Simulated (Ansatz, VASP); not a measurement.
**Sn16TeSe15 in VASP and in Ansatz**

```
CELL_PARAMETERS angstrom
11.66446 0.00000 0.00000
0.00000 8.25250 0.00000
0.00000 0.00000 9.40181
ATOMIC_POSITIONS crystal
Sn 0.61879 0.37500 0.18828
Sn 0.61879 0.37500 0.68828
Sn 0.61879 0.87500 0.18828
Sn 0.61879 0.87500 0.68828
Sn 0.88121 0.12500 0.43828
Sn 0.88121 0.12500 0.93828
Sn 0.88121 0.62500 0.43828
Sn 0.88121 0.62500 0.93828
Sn 0.38121 0.12500 0.31172
Sn 0.38121 0.12500 0.81172
Sn 0.38121 0.62500 0.31172
Sn 0.38121 0.62500 0.81172
Sn 0.11879 0.37500 0.06172
Sn 0.11879 0.37500 0.56172
Sn 0.11879 0.87500 0.06172
Sn 0.11879 0.87500 0.56172
Te 0.14855 0.12500 0.25459
Se 0.14855 0.12500 0.75459
Se 0.14855 0.62500 0.25459
Se 0.14855 0.62500 0.75459
Se 0.64855 0.12500 0.49541
Se 0.64855 0.12500 0.99541
Se 0.64855 0.62500 0.49541
Se 0.64855 0.62500 0.99541
Se 0.35145 0.37500 0.00459
Se 0.35145 0.37500 0.50459
Se 0.35145 0.87500 0.00459
Se 0.35145 0.87500 0.50459
Se 0.85145 0.37500 0.24541
Se 0.85145 0.37500 0.74541
Se 0.85145 0.87500 0.24541
Se 0.85145 0.87500 0.74541
```

Alike in both runs: task electric field gradients; functional PBE; k mesh 2 × 3 × 2; occupations fermi-dirac, width 0.01 eV; no spin polarisation.

|  | VASP | Ansatz |
| --- | --- | --- |
| version | VASP 6.6.1 | Ansatz 0.2.0 |
| potentials or method | VASP PAW PBE potentials, release 64 (Sn_d, Te, Se) | plane-wave PAW, scalar-relativistic |
| plane-wave cutoff (eV) | 520 | 420 |
| valence electrons in the cell | 320 | 480 |

Ansatz gave:

```
gap on the k mesh at the Fermi level (eV)                     : 0.83
pressure (GPa)                                                : 1.8
traceless stress, the component that is largest in VASP (GPa) : -0.31
rms of the force components (eV/Å)                            : 0.296
size of Vzz on the site where it differs most (V/Å²)          : 123.6
```

Task: Estimate VASP's values.

Result: gap on the k mesh at the Fermi level (eV): 0.83; pressure (GPa): 1.8; traceless stress, the component that is largest in VASP (GPa): -0.31; rms of the force components (eV/Å): 0.302; size of Vzz on the site where it differs most (V/Å²): 114.6.

Atom by atom the forces differ by 0.010 eV/Å (rms over components). The functional is the same, so the differences come from potentials, cutoffs and numerics. VASP's potentials hold 320 valence electrons a cell and Ansatz's 480, so a difference there can come from the potentials and not from the codes.

Spin-orbit coupling is off throughout.
